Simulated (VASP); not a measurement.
## In4O: relaxation of cell and atoms with PBE

Crystal: In4O.

```
CELL_PARAMETERS angstrom
4.42494 0.00000 0.00000
0.00000 4.42494 0.00000
0.00000 0.00000 6.39552
ATOMIC_POSITIONS crystal
In 0.00000 0.50000 0.75566
In 0.50000 0.00000 0.75566
In 0.00000 0.50000 0.24434
In 0.50000 0.00000 0.24434
O 0.00000 0.00000 0.00000
```

The cell was generated, and may not be a known phase.

```
Program                : VASP 6.6.1
Task                   : relaxation of cell and atoms
Functional             : PBE
Potentials or basis    : VASP PAW PBE potentials, release 64 (In_d, O)
Cutoff                 : 600 eV
k mesh                 : 4 × 4 × 4
Occupations            : gaussian, width 0.1 eV
Spin                   : no spin polarisation
Dipole correction      : no
Further INCAR settings : ALGO = Normal; EDIFF = 1e-07; IBRION = 2; EDIFFG = -0.04; NSW = 90; ISIF = 3
```

The relaxed volume is 24.87 Å³/atom, the relaxed cell is a = 4.372 Å, b = 4.372 Å, c = 6.506 Å, α = 90.00°, β = 90.00°, γ = 90.00° and the space group after relaxing (to 0.1 Å) is P4/mmm (No. 123). The energy gained by relaxing is 3.0 meV/atom and the ionic steps are 5. The pressure after relaxing is 0.0 GPa, the largest force after relaxing is 0.013 eV/Å and the band gap on the k mesh is zero (bands 29 and 30 overlap by 4.22 eV).

Forces in eV/Å, atoms in the order of the input:
```
In   0.000  0.000 -0.013
In   0.000  0.000 -0.013
In   0.000  0.000  0.013
In   0.000  0.000  0.013
O    0.000  0.000  0.000
```

Step by step:
| step | energy change (eV) | largest force (eV/Å) | pressure (GPa) | volume (Å³) |
| --- | --- | --- | --- | --- |
| 1 | 0.0000 | 0.0328 | -0.27 | 125.23 |
| 2 | -0.0103 | 0.0357 | -0.06 | 124.45 |
| 3 | -0.0140 | 0.0405 | 0.18 | 123.79 |
| 4 | -0.0141 | 0.0418 | 0.25 | 123.62 |
| 5 | -0.0150 | 0.0128 | -0.02 | 124.34 |

Final structure:
```
CELL_PARAMETERS angstrom
4.37166 0.00000 0.00000
0.00000 4.37166 0.00000
0.00000 0.00000 6.50625
ATOMIC_POSITIONS crystal
In 0.00000 0.50000 0.75474
In 0.50000 0.00000 0.75474
In 0.00000 0.50000 0.24526
In 0.50000 0.00000 0.24526
O 0.00000 0.00000 0.00000
```

Levels at points of the mesh, in eV from the Fermi level:
```csv
k point,band 26,band 27,band 28,band 29,band 30,band 31,band 32,band 33
"(0.00, 0.00, 0.00)",-2.40,-1.72,-1.61,0.95,0.95,1.64,1.64,1.86
"(0.50, 0.00, 0.00)",-3.30,-3.04,-0.88,-0.46,0.76,2.07,3.19,3.61
"(0.50, 0.50, 0.00)",-2.50,-2.50,-2.29,-2.29,-1.82,-0.92,1.72,1.72
"(0.00, 0.00, 0.50)",-2.84,-0.93,-0.60,0.46,0.46,0.98,1.90,1.97
"(0.50, 0.00, 0.50)",-3.26,-2.29,-1.57,2.40,2.58,2.83,2.95,3.05
"(0.50, 0.50, 0.50)",-4.22,-2.36,-2.16,-0.71,-0.71,-0.37,0.25,3.71
```

Wall time 3.2 min on 1 thread of Intel(R) Xeon(R) 6975P-C (Granite Rapids), on a shared host, peak memory 0.3 GiB.

Caveat: spin-orbit coupling is left out, which moves the levels of the heavy elements.
